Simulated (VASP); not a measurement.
# Ta (Im-3m) in VASP: notebook, part 3 of 3

VASP 6.6.1. The steps go on from the part before.

## (6) Single point, PBE (volume scaled by 0.9)

Contents of INCAR:

```
SYSTEM = Ta
  PREC = Accurate
  ENCUT = 520
  EDIFF = 1E-6
  ISMEAR = 0
  SIGMA = 0.05
  LREAL = .False.
  LASPH = .True.
  NELM = 60
  ALGO = Normal
  ISIF = 2
  LWAVE = .False.
  LCHARG = .False.
  GGA = PE
  NBANDS = 12
```

Contents of KPOINTS:

```
Automatic mesh
0
Gamma
  22 22 22
  0 0 0
```

Contents of POSCAR:

```
Ta
1.0
   -1.5940229740      1.5940229740      1.5940229740
    1.5940229740     -1.5940229740      1.5940229740
    1.5940229740      1.5940229740     -1.5940229740
Ta
1
Direct
    0.0000000000      0.0000000000      0.0000000000
```

Potentials or basis: VASP PAW PBE potentials, release 64 (Ta_pv).

Launch:

```bash
$ cat potpaw_PBE.64/Ta_pv/POTCAR > POTCAR
$ mpirun -np 1 vasp_std > vasp.out
```

OUTCAR:

```text
SYSTEM = Ta
   PREC = Accurate
   ENCUT = 520
   EDIFF = 1E-6
   ISMEAR = 0
   LREAL = .False.
   LASPH = .True.
   NELM = 60
   ISIF = 2
   GGA = PE

 ion  position               nearest neighbor table
   1  0.000  0.000  0.000-

  LATTYP: Found a body centered cubic cell.
 ALAT       =     3.1880459480

  Lattice vectors:

 A1 = (  -1.5940229740,   1.5940229740,   1.5940229740)
 A2 = (   1.5940229740,  -1.5940229740,   1.5940229740)
 A3 = (   1.5940229740,   1.5940229740,  -1.5940229740)

Analysis of symmetry for initial positions (statically):
=====================================================================
 Subroutine PRICEL returns:
 Original cell was already a primitive cell.

 Routine SETGRP: Setting up the symmetry group for a
 body centered cubic supercell.

 Subroutine GETGRP returns: Found 48 space group operations
 (whereof 48 operations were pure point group operations)
 out of a pool of 48 trial point group operations.

The static configuration has the point symmetry O_h .

Analysis of symmetry for dynamics (positions and initial velocities):
=====================================================================
 Subroutine PRICEL returns:
 Original cell was already a primitive cell.

 Routine SETGRP: Setting up the symmetry group for a
 body centered cubic supercell.

 Subroutine GETGRP returns: Found 48 space group operations
 (whereof 48 operations were pure point group operations)
 out of a pool of 48 trial point group operations.

The dynamic configuration has the point symmetry O_h .

 Subroutine INISYM returns: Found 48 space group operations
 (whereof 48 operations are pure point group operations),
 and found     1 'primitive' translations

----------------------------------------------------------------------------------------

                                     Primitive cell

  volume of cell :      16.2011

  direct lattice vectors                    reciprocal lattice vectors
    -1.594022974  1.594022974  1.594022974     0.000000000  0.313671765  0.313671765
     1.594022974 -1.594022974  1.594022974     0.313671765  0.000000000  0.313671765
     1.594022974  1.594022974 -1.594022974     0.313671765  0.313671765  0.000000000

  length of vectors
     2.760928779  2.760928779  2.760928779     0.443598864  0.443598864  0.443598864

  position of ions in fractional coordinates (direct lattice)
     0.000000000  0.000000000  0.000000000

  ion indices of the primitive-cell ions
   primitive index   ion index
                 1           1

----------------------------------------------------------------------------------------

 KPOINTS: Automatic mesh

Automatic generation of k-mesh.
 Grid dimensions read from file:
 generate k-points for:   22   22   22

 Generating k-lattice:

  Cartesian coordinates                     Fractional coordinates (reciprocal lattice)
     0.000000000  0.014257808  0.014257808     0.045454545  0.000000000  0.000000000
     0.014257808  0.000000000  0.014257808     0.000000000  0.045454545  0.000000000
     0.014257808  0.014257808  0.000000000     0.000000000  0.000000000  0.045454545

  Length of vectors
     0.020163585  0.020163585  0.020163585

  Shift w.r.t. Gamma in fractional coordinates (k-lattice)
     0.000000000  0.000000000  0.000000000

 Subroutine IBZKPT returns following result:
 ===========================================

 Found    328 irreducible k-points:

 Following reciprocal coordinates:
            Coordinates               Weight
  0.000000  0.000000  0.000000      1.000000
  0.045455  0.000000  0.000000     12.000000
  0.090909  0.000000  0.000000     12.000000
  0.136364  0.000000  0.000000     12.000000
  0.181818  0.000000  0.000000     12.000000
  0.227273  0.000000  0.000000     12.000000
[... 16 lines left out ...]
  0.090909  0.090909  0.000000     24.000000
  0.136364  0.090909  0.000000     48.000000
 [... further k-points ...]
   k-points           NKPTS =    328   k-points in BZ     NKDIM =    328   number of bands    NBANDS=     12
   number of dos      NEDOS =    301   number of ions     NIONS =      1
   total plane-waves  NPLWV =  13824
   dimension x,y,z NGX =    24 NGY =   24 NGZ =   24
   dimension x,y,z NGXF=    48 NGYF=   48 NGZF=   48
   ions per type =               1
   NGX,Y,Z   is equivalent  to a cutoff of  14.45, 14.45, 14.45 a.u.
   NGXF,Y,Z  is equivalent  to a cutoff of  28.90, 28.90, 28.90 a.u.
 SYSTEM =  Ta
   PREC   = accura    normal or accurate (medium, high low for compatibility)
   ISTART =      0    job   : 0-new  1-cont  2-samecut
   ICHARG =      2    charge: 1-file 2-atom 10-const
   ISPIN  =      1    spin polarized calculation?
   LNONCOLLINEAR =      F non collinear calculations
   LSORBIT =      F    spin-orbit coupling
   LASPH  =      T    aspherical Exc in radial PAW
   ENCUT  =  520.0 eV  38.22 Ry    6.18 a.u.   5.13  5.13  5.13*2*pi/ulx,y,z
   NELM   =     60;   NELMIN=  2; NELMDL= -5     # of ELM steps
   EDIFF  = 0.1E-05   stopping-criterion for ELM
   LREAL  =      F    real-space projection
   EDIFFG = 0.1E-04   stopping-criterion for IOM
   NSW    =      0    number of steps for IOM
   IBRION =     -1    ionic relax: 0-MD 1-quasi-New 2-CG
   NFREE  =      0    steps in history (QN), initial steepest desc. (CG)
   ISIF   =      2    stress and relaxation
   ISYM   =      2    0-nonsym 1-usesym 2-fastsym
   POTIM  = 0.5000    time-step for ionic-motion
   TEBEG  =    0.0;   TEEND  =   0.0 temperature during run
   PSTRESS=    0.0 pullay stress
   NELECT =      11.0000    total number of electrons
   NUPDOWN=      -1.0000    fix difference up-down
   EMIN   =  10.00;   EMAX   =-10.00  energy-range for DOS
   EFERMI =   0.00;   METHOD = LEGACY
   ISMEAR =     0;   SIGMA  =   0.05  broadening in eV -4-tet -1-fermi 0-gaus
   EFERMI_NEDOS =   21; number of points for ismear=-14 and -15
   IALGO  =     38    algorithm
   IMIX   =      4    mixing-type and parameters
     AMIX     =   0.40;   BMIX     =  1.00
     AMIX_MAG =   1.60;   BMIX_MAG =  1.00
  volume/ion in A,a.u.               =      16.20       109.33
  Fermi-wavevector in a.u.,A,eV,Ry     =   1.438880  2.719088 28.169159  2.070375
  Thomas-Fermi vector in A             =   2.557797
   LORBIT       =      0    0 simple, 1 ext, 2 COOP (PROOUT), +10 PAW based schemes
   GGA     = PE    functional components
   LHFCALC =     F    Hartree Fock is set to
   AEXX    =    0.0000 exact exchange contribution
   IVDW    =     0    specifies the selected vdW correction
   LEPSILON=     F    determine dielectric tensor
   LRPA    =     F    only Hartree local field effects (RPA)
 non-spin polarized calculation
 Gauss-broadening in eV      SIGMA  =   0.05
  energy-cutoff  :      520.00
  volume of cell :       16.20
 maximum number of plane-waves:       466
 NGX is ok and might be reduce to    24
   NGX = 11   NGY = 11   NGZ = 11

 number of electron      11.0000001 magnetization

 Free energy of the ion-electron system (eV)
  ---------------------------------------------------
  ext. energy  EPLUGINS =         0.00000000
  ---------------------------------------------------
  free energy    TOTEN  =       -11.63536357 eV

  energy without entropy =      -11.63405809  energy(sigma->0) =      -11.63471083

 E-fermi :   6.3668     XC(G=0): -13.1692

 val. band max:        6.3608341012   @ k =   0.1818   0.0455  -0.0000
 cond. band min:       6.3840801165   @ k =   0.3182   0.0000   0.0000
 fundamental gap:      0.0232460153
 Fermi energy:         6.3668448476

 k-point     1 :       0.0000    0.0000    0.0000
  band No.  band energies     occupation
      1     -26.2594      2.00000
      2     -26.2594      2.00000
      3     -26.2594      2.00000
      4      -1.9282      2.00000
      5       7.1016      0.00000
      6       7.1016      0.00000
      7       7.1016      0.00000
      8      10.7632      0.00000
      9      10.7632      0.00000
     10      21.8936      0.00000
     11      21.8936      0.00000
     12      21.8936      0.00000
[... 331 lines left out ...]
 k-point    24 :       0.1364    0.0909    0.0000
  band No.  band energies     occupation
      1     -26.8540      2.00000
      2     -26.4124      2.00000
      3     -26.3063      2.00000
      4      -0.1361      2.00000
      5       6.1492      2.00000
      6       6.3029      1.92965
      7       9.1257      0.00000
      8       9.6743      0.00000
      9      11.0800      0.00000
     10      21.4420      0.00000
     11      23.2547      0.00000
     12      24.4069      0.00000

 [... further k-points ...]
[... 5 lines left out ...]
  --------------------------------------------------------------------------------------
  -------------------------------------------------------------------------------------
  Total        3.0005128      3.0005128      3.0005128     -0.0000000      0.0000000     -0.0000000
  in kB      296.7306077    296.7306077    296.7306077     -0.0000000      0.0000000     -0.0000000
  external PRESSURE =     296.7306077 kB  Pullay stress =       0.0000000 kB

 VOLUME and BASIS-vectors are now :
 -----------------------------------------------------------------------------
  energy-cutoff  :      520.00
  volume of cell :       16.20
      direct lattice vectors                 reciprocal lattice vectors
    -1.594022974  1.594022974  1.594022974     0.000000000  0.313671765  0.313671765
     1.594022974 -1.594022974  1.594022974     0.313671765  0.000000000  0.313671765
     1.594022974  1.594022974 -1.594022974     0.313671765  0.313671765  0.000000000

 POSITION                                       TOTAL-FORCE (eV/Angst)
 -----------------------------------------------------------------------------------
      0.00000      0.00000      0.00000        -0.000000      0.000000     -0.000000
 -----------------------------------------------------------------------------------
    total drift:                                0.000000      0.000000     -0.000000

  FREE ENERGIE OF THE ION-ELECTRON SYSTEM (eV)
  ---------------------------------------------------
  free  energy   TOTEN  =       -11.6353635713 eV

  energy  without entropy=      -11.6340580850  energy(sigma->0) =      -11.63471083
```

OSZICAR:

```text
N       E                     dE             d eps       ncg     rms          rms(c)
DAV:   1     0.619185409479E+02    0.61919E+02   -0.61478E+03  7900   0.894E+02
DAV:   2    -0.110021283397E+02   -0.72921E+02   -0.71052E+02  8776   0.249E+02
DAV:   3    -0.120204486362E+02   -0.10183E+01   -0.10076E+01  9456   0.277E+01
DAV:   4    -0.120228886139E+02   -0.24400E-02   -0.24398E-02  8576   0.147E+00
DAV:   5    -0.120228948241E+02   -0.62102E-05   -0.62101E-05  9208   0.720E-02    0.163E+01
DAV:   6    -0.117332044071E+02    0.28969E+00   -0.21916E-01  9176   0.512E+00    0.839E+00
DAV:   7    -0.116366127244E+02    0.96592E-01   -0.21384E-01  9064   0.479E+00    0.416E-01
DAV:   8    -0.116353954733E+02    0.12173E-02   -0.42744E-03  8276   0.683E-01    0.120E-01
DAV:   9    -0.116353691208E+02    0.26353E-04   -0.88216E-05  9164   0.108E-01    0.280E-02
DAV:  10    -0.116353638371E+02    0.52837E-05   -0.31839E-06  8504   0.205E-02    0.356E-03
DAV:  11    -0.116353635713E+02    0.26579E-06   -0.69556E-08  4472   0.300E-03
   1 F= -.11635364E+02 E0= -.11634711E+02  d E =-.130549E-02
```

It took 25 s on 1 thread of Intel Xeon Platinum 8488C (Sapphire Rapids), shared host; peak memory 0.19 GiB.

Results:

- Free energy: -11.6354 eV
- Pressure: 29.7 GPa

Caveat: spin-orbit coupling is left out, which moves the levels of the heavy elements.

## (7) Overview

```tsv
cell	gap on the mesh (eV)	pressure (GPa)
a = 2.539 Å, angles 109.5°, 1 atom	none	145.8
a = 2.598 Å, angles 109.5°, 1 atom	none	105.6
a = 2.655 Å, angles 109.5°, 1 atom	none	73.4
a = 2.709 Å, angles 109.5°, 1 atom	none	48.7
a = 2.761 Å, angles 109.5°, 1 atom	none	29.7
```

Alike in all rows: task single point; level PBE; potentials or basis VASP PAW PBE potentials, release 64 (Ta_pv); no spin polarisation; k mesh 22 × 22 × 22; cutoff (eV) 520; smearing gaussian 0.05 eV.

Caveats: spin-orbit coupling is left out, which moves the levels of the heavy elements.

Absolute energies hang on the potentials; compare differences alone.
